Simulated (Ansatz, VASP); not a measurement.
One calculation of SnO2, two programs

INCAR

```
  PREC = Accurate
  ENCUT = 520
  EDIFF = 1E-7
  ISMEAR = 0
  SIGMA = 0.05
  LREAL = False
  LASPH = True
  NELM = 80
  ALGO = Normal
  ISIF = 2
  LWAVE = False
  LCHARG = False
  GGA = PE
  NBANDS = 35
```

The input KPOINTS:

```
regular mesh
0
Gamma
  6 6 8
```

Contents of POSCAR:

```
SnO2
1.0
    4.9352961424      0.0000000000      0.0000000000
    0.0000000000      4.9353101105      0.0000000000
    0.0000000000      0.0000000000      3.0983789182
Sn O
2 4
Direct
    0.5000000000      0.5000000000      0.5000000000
    0.0000000000      0.0000000000      0.0000000000
    0.2919258790      0.2919837714      0.0000000000
    0.7919258790      0.2080162286      0.5000000000
    0.2080741210      0.7919837714      0.5000000000
    0.7080741210      0.7080162286      0.0000000000
```

Input for Ansatz:

```yaml
crystal:
  lattice:
    - [4.9352961424, 0.0, 0.0]
    - [0.0, 4.9353101105, 0.0]
    - [0.0, 0.0, 3.0983789182]
  atoms:
    - { symbol: Sn, position: [0.5, 0.5, 0.5] }
    - { symbol: Sn, position: [0.0, 0.0, 0.0] }
    - { symbol: O, position: [0.291925879, 0.2919837714, 0.0] }
    - { symbol: O, position: [0.791925879, 0.2080162286, 0.5] }
    - { symbol: O, position: [0.208074121, 0.7919837714, 0.5] }
    - { symbol: O, position: [0.708074121, 0.7080162286, 0.0] }
basis:
  ecutwfc: 520.0
kpoints:
  mp_grid: { grid: [6, 6, 8] }
hamiltonian:
  xc: pbe
  pseudopotentials: { kind: paw, azcp: { folder: soft_1 } }
scf:
  occupations: { method: gaussian, width: 0.05 }
output:
  forces: true
  stress: true
  eigenvalues: true
```

Alike in both runs: task single point; functional PBE; k mesh 6 × 6 × 8; occupations gaussian, width 0.05 eV; no spin polarisation.

```csv
,VASP,Ansatz
version,VASP 6.6.1,Ansatz 0.2.0
potentials or method,"VASP PAW PBE potentials, release 64 (Sn_d, O), cutoff 520 eV","scalar-relativistic, plane waves, PAW"
valence electrons in the cell,52,52
```

Ansatz gave:

```
gap on the k mesh at the Fermi level (eV)                     : 0.35
least direct gap on the mesh (eV)                             : 0.35
pressure (GPa)                                                : 0.0
traceless stress, the component that is largest in VASP (GPa) : 8.16
rms of the force components (eV/Å)                            : 0.795
```

**Question.** Estimate VASP's values.

**Answer.** gap on the k mesh at the Fermi level (eV): 0.34; least direct gap on the mesh (eV): 0.34; pressure (GPa): 0.6; traceless stress, the component that is largest in VASP (GPa): 8.20; rms of the force components (eV/Å): 0.793.

Atom by atom the forces differ by 0.002 eV/Å (rms over components).
